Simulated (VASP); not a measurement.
# TiN (Fm-3m) in VASP: further runs, part 2 of 2

VASP 6.6.1.

## Step 4: Electric field gradients, PBE (volume scaled by 0.98)

INCAR reads:

```
PREC = Accurate
ENCUT = 520
EDIFF = 1E-8
ISMEAR = -1
SIGMA = 0.05
LREAL = False
LASPH = True
NELM = 100
ALGO = Normal
ISIF = 2
LWAVE = False
LCHARG = False
GGA = PE
LEFG = True
NBANDS = 16
```

KPOINTS reads:

```
Automatic mesh
0
Gamma
  13 13 13
```

POSCAR reads:

```
TiN
1.0
    0.0000000000      2.1077579601      2.1077579601
    2.1077579601      0.0000000000      2.1077579601
    2.1077579601      2.1077579601      0.0000000000
Ti N
1 1
Direct
    0.0000000000      0.0000000000      0.0000000000
    0.5000000000      0.5000000000      0.5000000000
```

Potentials or basis: VASP PAW PBE potentials, release 64 (Ti_sv, N).

On the command line:

```console
$ cat potpaw_PBE.64/Ti_sv/POTCAR potpaw_PBE.64/N/POTCAR > POTCAR
$ mpirun -np 1 vasp_std > vasp.out
```

OUTCAR:

```text
PREC = Accurate
   ENCUT = 520
   EDIFF = 1E-8
   ISMEAR = -1
   LREAL = False
   LASPH = True
   NELM = 100
   ISIF = 2
   GGA = PE

 ion  position               nearest neighbor table
   1  0.000  0.000  0.000-   2 2.11   2 2.11   2 2.11   2 2.11   2 2.11   2 2.11
   2  0.500  0.500  0.500-   1 2.11   1 2.11   1 2.11   1 2.11   1 2.11   1 2.11

  LATTYP: Found a face centered cubic cell.
 ALAT       =     4.2155159202

  Lattice vectors:

 A1 = (   0.0000000000,   2.1077579601,   2.1077579601)
 A2 = (   2.1077579601,   0.0000000000,   2.1077579601)
 A3 = (   2.1077579601,   2.1077579601,   0.0000000000)

Analysis of symmetry for initial positions (statically):
=====================================================================
 Subroutine PRICEL returns:
 Original cell was already a primitive cell.

 Routine SETGRP: Setting up the symmetry group for a
 face centered cubic supercell.

[... 644 lines left out ...]
  volume of cell :       18.73
      direct lattice vectors                 reciprocal lattice vectors
     0.000000000  2.107757960  2.107757960    -0.237218888  0.237218888  0.237218888
     2.107757960  0.000000000  2.107757960     0.237218888 -0.237218888  0.237218888
     2.107757960  2.107757960  0.000000000     0.237218888  0.237218888 -0.237218888

 POSITION                                       TOTAL-FORCE (eV/Angst)
 -----------------------------------------------------------------------------------
      0.00000      0.00000      0.00000        -0.000000     -0.000000     -0.000000
      2.10776      2.10776      2.10776         0.000000      0.000000      0.000000
 -----------------------------------------------------------------------------------
    total drift:                                0.000000     -0.000000     -0.000000

  FREE ENERGIE OF THE ION-ELECTRON SYSTEM (eV)
  ---------------------------------------------------
  free  energy   TOTEN  =       -19.6318903385 eV

  energy  without entropy=      -19.6251527442  energy(sigma->0) =      -19.62852154

 Electric field gradients (V/A^2)
---------------------------------------------------------------------
 ion       V_xx      V_yy      V_zz      V_xy      V_xz      V_yz
---------------------------------------------------------------------
   1      -0.000    -0.000     0.000     0.001     0.001     0.001
   2       0.000    -0.000     0.000    -0.001    -0.001    -0.001
---------------------------------------------------------------------

 Electric field gradients after diagonalization (V/A^2)
 (convention: |V_zz| > |V_xx| > |V_yy|)
----------------------------------------------------------------------
 ion       V_xx      V_yy      V_zz     asymmetry (V_yy - V_xx)/ V_zz
----------------------------------------------------------------------
   1      -0.001    -0.001     0.002       0.000
   2       0.001     0.001    -0.001       0.000
----------------------------------------------------------------------

           NMR quadrupolar parameters

 Cq : quadrupolar parameter    Cq=e*Q*V_zz/h
 eta: asymmetry parameters     (V_yy - V_xx)/ V_zz
 Q  : nuclear electric quadrupole moment in mb (millibarn)
----------------------------------------------------------------------
 ion       Cq(MHz)       eta       Q (mb)
----------------------------------------------------------------------
   1       0.000       0.000       1.000
   2      -0.000       0.000       1.000
----------------------------------------------------------------------
```

It took 50 s on 1 thread of Intel Xeon 8259CL, shared host; peak memory 0.15 GiB.

Results:

```
Free energy : -19.6319 eV
Pressure    : 6.9 GPa
```

Levels at points of the mesh, in eV from the Fermi level:
```tsv
k point	band 5	band 6	band 7	band 8	band 9	band 10	band 11	band 12	band 13	band 14
(0.00, 0.00, 0.00)	-17.25	-2.11	-2.11	-2.11	-0.67	-0.67	-0.67	0.56	0.56	5.58
```

Caveat: without QUAD_EFG the Cq values of the log hold for a quadrupole moment of 1 mb, not for the nuclei.

## Step 5: Electric field gradients, PBE (volume scaled by 0.98)

INCAR reads:

```
SYSTEM = TiN
ALGO = Normal ; EDIFF = 1E-8
ENCUT = 520 ; GGA = PE
ISIF = 2 ; ISMEAR = -1
LASPH = .TRUE. ; LCHARG = .FALSE.
LEFG = .TRUE. ; LREAL = .FALSE.
LWAVE = .FALSE. ; NBANDS = 16
NELM = 80 ; PREC = Accurate
SIGMA = 0.05
```

KPOINTS reads:

```
k-points
0
G
  13 13 13
  0 0 0
```

POSCAR is that of step 4.

Potentials or basis: VASP PAW PBE potentials, release 64 (Ti_sv, N).

On the command line:

```console
$ cat potpaw_PBE.64/Ti_sv/POTCAR potpaw_PBE.64/N/POTCAR > POTCAR
$ mpirun -np 1 vasp_std > vasp.out
```

OUTCAR:

```text
SYSTEM = TiN
   EDIFF = 1E-8
   ENCUT = 520
   GGA = PE
   ISIF = 2
   ISMEAR = -1
   LASPH = .TRUE.
   LREAL = .FALSE.
   NELM = 80
   PREC = Accurate

 ion  position               nearest neighbor table
   1  0.000  0.000  0.000-   2 2.11   2 2.11   2 2.11   2 2.11   2 2.11   2 2.11
   2  0.500  0.500  0.500-   1 2.11   1 2.11   1 2.11   1 2.11   1 2.11   1 2.11

  LATTYP: Found a face centered cubic cell.
 ALAT       =     4.2155159202

  Lattice vectors:

 A1 = (   0.0000000000,   2.1077579601,   2.1077579601)
 A2 = (   2.1077579601,   0.0000000000,   2.1077579601)
 A3 = (   2.1077579601,   2.1077579601,   0.0000000000)

Analysis of symmetry for initial positions (statically):
=====================================================================
 Subroutine PRICEL returns:
 Original cell was already a primitive cell.

 Routine SETGRP: Setting up the symmetry group for a
 face centered cubic supercell.

 Subroutine GETGRP returns: Found 48 space group operations
 (whereof 48 operations were pure point group operations)
 out of a pool of 48 trial point group operations.

The static configuration has the point symmetry O_h .

Analysis of symmetry for dynamics (positions and initial velocities):
=====================================================================
 Subroutine PRICEL returns:
 Original cell was already a primitive cell.

 Routine SETGRP: Setting up the symmetry group for a
 face centered cubic supercell.

 Subroutine GETGRP returns: Found 48 space group operations
 (whereof 48 operations were pure point group operations)
 out of a pool of 48 trial point group operations.

The dynamic configuration has the point symmetry O_h .

 Subroutine INISYM returns: Found 48 space group operations
 (whereof 48 operations are pure point group operations),
 and found     1 'primitive' translations

----------------------------------------------------------------------------------------

                                     Primitive cell

  volume of cell :      18.7280

  direct lattice vectors                    reciprocal lattice vectors
     0.000000000  2.107757960  2.107757960    -0.237218888  0.237218888  0.237218888
     2.107757960  0.000000000  2.107757960     0.237218888 -0.237218888  0.237218888
     2.107757960  2.107757960  0.000000000     0.237218888  0.237218888 -0.237218888

  length of vectors
     2.980819893  2.980819893  2.980819893     0.410875167  0.410875167  0.410875167

  position of ions in fractional coordinates (direct lattice)
     0.000000000  0.000000000  0.000000000
     0.500000000  0.500000000  0.500000000

  ion indices of the primitive-cell ions
   primitive index   ion index
                 1           1
                 2           2

----------------------------------------------------------------------------------------

 KPOINTS: k-points

Automatic generation of k-mesh.
 Grid dimensions read from file:
 generate k-points for:   13   13   13

[... 65 lines left out ...]
   EDIFFG = 0.1E-06   stopping-criterion for IOM
   NSW    =      0    number of steps for IOM
   IBRION =     -1    ionic relax: 0-MD 1-quasi-New 2-CG
   NFREE  =      0    steps in history (QN), initial steepest desc. (CG)
   ISIF   =      2    stress and relaxation
   ISYM   =      2    0-nonsym 1-usesym 2-fastsym
   POTIM  = 0.5000    time-step for ionic-motion
   TEBEG  =    0.0;   TEEND  =   0.0 temperature during run
   PSTRESS=    0.0 pullay stress
   NELECT =      17.0000    total number of electrons
   NUPDOWN=      -1.0000    fix difference up-down
   EMIN   =  10.00;   EMAX   =-10.00  energy-range for DOS
   EFERMI =   0.00;   METHOD = LEGACY
   ISMEAR =    -1;   SIGMA  =   0.05  broadening in eV -4-tet -1-fermi 0-gaus
   EFERMI_NEDOS =   21; number of points for ismear=-14 and -15
   IALGO  =     38    algorithm
   IMIX   =      4    mixing-type and parameters
     AMIX     =   0.40;   BMIX     =  1.00
     AMIX_MAG =   1.60;   BMIX_MAG =  1.00
  volume/ion in A,a.u.               =       9.36        63.19
  Fermi-wavevector in a.u.,A,eV,Ry     =   1.585114  2.995430 34.185797  2.512585
  Thomas-Fermi vector in A             =   2.684628
   LORBIT       =      0    0 simple, 1 ext, 2 COOP (PROOUT), +10 PAW based schemes
   GGA     = PE    functional components
   LHFCALC =     F    Hartree Fock is set to
   AEXX    =    0.0000 exact exchange contribution
   IVDW    =     0    specifies the selected vdW correction
   LEPSILON=     F    determine dielectric tensor
   LRPA    =     F    only Hartree local field effects (RPA)
 non-spin polarized calculation
  energy-cutoff  :      520.00
  volume of cell :       18.73
 maximum number of plane-waves:       531
 NGX is ok and might be reduce to    24
   NGX = 11   NGY = 11   NGZ = 11

 number of electron      16.9999999 magnetization

 Free energy of the ion-electron system (eV)
  ---------------------------------------------------
  ext. energy  EPLUGINS =         0.00000000
  ---------------------------------------------------
  free energy    TOTEN  =       -19.63189034 eV

  energy without entropy =      -19.62515274  energy(sigma->0) =      -19.62852154

 E-fermi :  11.7385     XC(G=0): -13.1229

 val. band max:       11.6389041856   @ k =  -0.0769   0.0769   0.0000
 cond. band min:      11.7556725686   @ k =  -0.1538   0.1538   0.0000
 fundamental gap:      0.1167683830
 Fermi energy:        11.7385154845

 k-point     1 :       0.0000    0.0000    0.0000
  band No.  band energies     occupation
      1     -46.1389      2.00000
      2     -22.1046      2.00000
      3     -22.1046      2.00000
      4     -22.1046      2.00000
      5      -5.5155      2.00000
      6       9.6328      2.00000
[... 433 lines left out ...]
      3     -22.2354      2.00000
      4     -22.2021      2.00000
      5      -3.3738      2.00000
      6       4.3268      2.00000
[... 8 lines left out ...]
     15      25.0474      0.00000
     16      26.2556      0.00000

 [... further k-points ...]
[... 5 lines left out ...]
  --------------------------------------------------------------------------------------
  -------------------------------------------------------------------------------------
  Total        0.8094850      0.8094850      0.8094850      0.0000000      0.0000000      0.0000000
  in kB       69.2511766     69.2511766     69.2511766      0.0000000      0.0000000      0.0000000
  external PRESSURE =      69.2511766 kB  Pullay stress =       0.0000000 kB

 VOLUME and BASIS-vectors are now :
 -----------------------------------------------------------------------------
  energy-cutoff  :      520.00
  volume of cell :       18.73
      direct lattice vectors                 reciprocal lattice vectors
     0.000000000  2.107757960  2.107757960    -0.237218888  0.237218888  0.237218888
     2.107757960  0.000000000  2.107757960     0.237218888 -0.237218888  0.237218888
     2.107757960  2.107757960  0.000000000     0.237218888  0.237218888 -0.237218888

 POSITION                                       TOTAL-FORCE (eV/Angst)
 -----------------------------------------------------------------------------------
      0.00000      0.00000      0.00000        -0.000000     -0.000000     -0.000000
      2.10776      2.10776      2.10776         0.000000      0.000000      0.000000
 -----------------------------------------------------------------------------------
    total drift:                                0.000000     -0.000000     -0.000000

  FREE ENERGIE OF THE ION-ELECTRON SYSTEM (eV)
  ---------------------------------------------------
  free  energy   TOTEN  =       -19.6318903385 eV

  energy  without entropy=      -19.6251527442  energy(sigma->0) =      -19.62852154

 Electric field gradients (V/A^2)
---------------------------------------------------------------------
 ion       V_xx      V_yy      V_zz      V_xy      V_xz      V_yz
---------------------------------------------------------------------
   1      -0.000    -0.000     0.000     0.001     0.001     0.001
   2       0.000    -0.000     0.000    -0.001    -0.001    -0.001
---------------------------------------------------------------------

 Electric field gradients after diagonalization (V/A^2)
 (convention: |V_zz| > |V_xx| > |V_yy|)
----------------------------------------------------------------------
 ion       V_xx      V_yy      V_zz     asymmetry (V_yy - V_xx)/ V_zz
----------------------------------------------------------------------
   1      -0.001    -0.001     0.002       0.000
   2       0.001     0.001    -0.001       0.000
----------------------------------------------------------------------

           NMR quadrupolar parameters

 Cq : quadrupolar parameter    Cq=e*Q*V_zz/h
 eta: asymmetry parameters     (V_yy - V_xx)/ V_zz
 Q  : nuclear electric quadrupole moment in mb (millibarn)
----------------------------------------------------------------------
 ion       Cq(MHz)       eta       Q (mb)
----------------------------------------------------------------------
   1       0.000       0.000       1.000
   2      -0.000       0.000       1.000
----------------------------------------------------------------------
```

OSZICAR:

```text
N       E                     dE             d eps       ncg     rms          rms(c)
DAV:   1     0.133957773357E+03    0.13396E+03   -0.82166E+03  2688   0.126E+03
DAV:   2    -0.168848702316E+02   -0.15084E+03   -0.14144E+03  2968   0.349E+02
DAV:   3    -0.245994656725E+02   -0.77146E+01   -0.76596E+01  3336   0.822E+01
DAV:   4    -0.247734995630E+02   -0.17403E+00   -0.17378E+00  3256   0.116E+01
DAV:   5    -0.247775833763E+02   -0.40838E-02   -0.40838E-02  3152   0.158E+00    0.186E+01
DAV:   6    -0.199915189756E+02    0.47861E+01   -0.12797E+01  3504   0.538E+01    0.689E+00
DAV:   7    -0.196673188378E+02    0.32420E+00   -0.16002E+00  3176   0.159E+01    0.508E+00
DAV:   8    -0.198688997326E+02   -0.20158E+00   -0.97982E-01  3728   0.147E+01    0.598E+00
DAV:   9    -0.196418013005E+02    0.22710E+00   -0.31187E-01  3104   0.865E+00    0.159E+00
DAV:  10    -0.196347694401E+02    0.70319E-02   -0.31561E-02  3280   0.203E+00    0.396E-01
DAV:  11    -0.196319196754E+02    0.28498E-02   -0.45493E-03  3912   0.801E-01    0.157E-01
DAV:  12    -0.196319034225E+02    0.16253E-04   -0.37503E-04  2936   0.180E-01    0.521E-02
DAV:  13    -0.196318938041E+02    0.96184E-05   -0.78527E-05  3312   0.136E-01    0.176E-02
DAV:  14    -0.196318905531E+02    0.32510E-05   -0.71164E-06  3112   0.335E-02    0.930E-03
DAV:  15    -0.196318903351E+02    0.21796E-06   -0.12894E-06  3352   0.867E-03    0.531E-03
DAV:  16    -0.196318903410E+02   -0.58874E-08   -0.15768E-07  3384   0.445E-03    0.623E-04
DAV:  17    -0.196318903385E+02    0.25032E-08   -0.31135E-09  1968   0.585E-04
   1 F= -.19631890E+02 E0= -.19628522E+02  d E =-.673759E-02
```

Wall time 52 s (1 thread of Intel Xeon 8259CL, shared host); peak memory 0.15 GiB.

What came out:

```yaml
Free_energy: -19.6319 eV
Pressure: 6.9 GPa
```

Caveat: without QUAD_EFG the Cq values of the log hold for a quadrupole moment of 1 mb, not for the nuclei.
